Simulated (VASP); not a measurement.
Set up this calculation in VASP 6.6.1, as the native input.

```yaml
Task: single point
Functional: r2SCAN
Potentials_or_basis: VASP PAW PBE potentials, release 64 (Ti_sv)
Cutoff: 520 eV
k_mesh: 20 × 20 × 20
Occupations: gaussian, width 0.15 eV
Spin: no spin polarisation
Dipole_correction: no
Further_INCAR_settings: ALGO = Normal; EDIFF = 1e-06; NBANDS = 12
```

Crystal: Ti.

```
CELL_PARAMETERS angstrom
-1.55895 1.55895 1.59997
1.55895 -1.55895 1.59997
1.55895 1.55895 -1.59997
ATOMIC_POSITIONS crystal
Ti 0.00000 0.00000 0.00000
```

This cell differs from its parent crystal: strain -0.050 along x and y, -0.025 along z.

These files were run (other wordings do the same):

POSCAR

```
Ti
1.0
   -1.5589500000      1.5589500000      1.5999750000
    1.5589500000     -1.5589500000      1.5999750000
    1.5589500000      1.5589500000     -1.5999750000
Ti
1
Direct
    0.0000000000      0.0000000000      0.0000000000
```

INCAR.step1

```
SYSTEM = Ti
ALGO = Normal ; EDIFF = 1E-4
ENCUT = 520 ; GGA = PE
ISMEAR = 0 ; LASPH = .True.
LCHARG = .False. ; LREAL = .False.
LWAVE = .True. ; NBANDS = 12
NELM = 100 ; PREC = Accurate
SIGMA = 0.15
```

INCAR.step2

```
SYSTEM = Ti
ALGO = Normal ; EDIFF = 1E-6
ENCUT = 520 ; ISIF = 2
ISMEAR = 0 ; ISTART = 1
LASPH = .True. ; LCHARG = .True.
LELF = .True. ; LMIXTAU = .True.
LREAL = .False. ; LVHAR = .True.
LWAVE = .False. ; METAGGA = R2SCAN
NBANDS = 12 ; NELM = 100
PREC = Accurate ; SIGMA = 0.15
```

KPOINTS

```
k-points
0
Gamma
  20 20 20
  0 0 0
```

Potentials or basis: VASP PAW PBE potentials, release 64 (Ti_sv).

Run with:

```sh
$ cat potpaw_PBE.64/Ti_sv/POTCAR > POTCAR
$ cp INCAR.step1 INCAR
$ mpirun -np 1 vasp_std > vasp.out
$ cp INCAR.step2 INCAR
$ mpirun -np 1 vasp_std > vasp.out
```

It gave:

```json
{
  "Pressure": "13.7 GPa",
  "Band gap on the k mesh": "zero (bands 6 and 7 overlap by 1.94 eV)"
}
```

Caveat: the cell differs from its parent crystal (strain -0.050 along x and y, -0.025 along z); the cell stands under pressure; the PAW data sets were made with another functional, which shifts forces and pressure a little.

Run time: 5.2 min on 1 thread of Intel(R) Xeon(R) 6975P-C (Granite Rapids), with other jobs on the host, peak memory 0.22 GiB.
